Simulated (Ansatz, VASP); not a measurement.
**One calculation of Sc, two programs**

INCAR

```
SYSTEM = Sc
  ALGO = Fast
  EDIFF = 1E-7
  ENCUT = 520
  ISIF = 2
  ISMEAR = 0
  LASPH = .True.
  LCHARG = .True.
  LELF = .True.
  LREAL = .False.
  LVHAR = .True.
  LWAVE = .False.
  NBANDS = 18
  NELM = 100
  PREC = Accurate
  SIGMA = 0.15
```

Contents of KPOINTS:

```
k-points
0
Gamma
  18 18 10
  0 0 0
```

File POSCAR:

```
Sc
1.0
    3.2095339604      0.0000000000      0.0000000000
   -1.6047669802      2.7795379440      0.0000000000
    0.0000000000      0.0000000000      5.2680000000
Sc
2
Direct
    0.3333333333      0.6666666667      0.2500000000
    0.6666666667      0.3333333333      0.7500000000
```

Input for Ansatz:

```yaml
crystal:
  lattice:
    - [3.2095339604, 0.0, 0.0]
    - [-1.6047669802, 2.779537944, 0.0]
    - [0.0, 0.0, 5.268]
  atoms:
    - { symbol: Sc, position: [0.3333333333, 0.6666666667, 0.25] }
    - { symbol: Sc, position: [0.6666666667, 0.3333333333, 0.75] }
basis:
  ecutwfc: 420
kpoints:
  mp_grid: { grid: [18, 18, 10] }
hamiltonian:
  xc: lda
scf:
  occupations: { method: gaussian, width: 0.15 }
output:
  forces: true
  stress: true
  eigenvalues: true
```

Change from the starting cell: strain -0.030 along x and y, +0.000 along z, atoms carried along.

Alike in both runs: task single point; functional LDA; k mesh 18 × 18 × 10; occupations gaussian, width 0.15 eV; no spin polarisation.

|  | VASP | Ansatz |
| --- | --- | --- |
| version | VASP 6.6.1 | Ansatz 0.2.0 |
| potentials or method | VASP PAW LDA potentials, release 64 (Sc_sv), cutoff 520 eV | scalar-relativistic, plane waves, PAW |
| valence electrons in the cell | 22 | 22 |

|  | VASP | Ansatz | Ansatz less VASP |
| --- | --- | --- | --- |
| gap on the k mesh at the Fermi level (eV) | none | none | - |
| pressure (GPa) | -2.2 | -2.2 | -0.07 |
| traceless stress, the component that is largest in VASP (GPa) | -2.77 | -2.77 | -0.003 |

LDA's correlation is that of Perdew and Zunger in VASP and of Perdew and Wang (1992) in Ansatz. A gap of «none» marks a metal or a gap that the smearing closes.
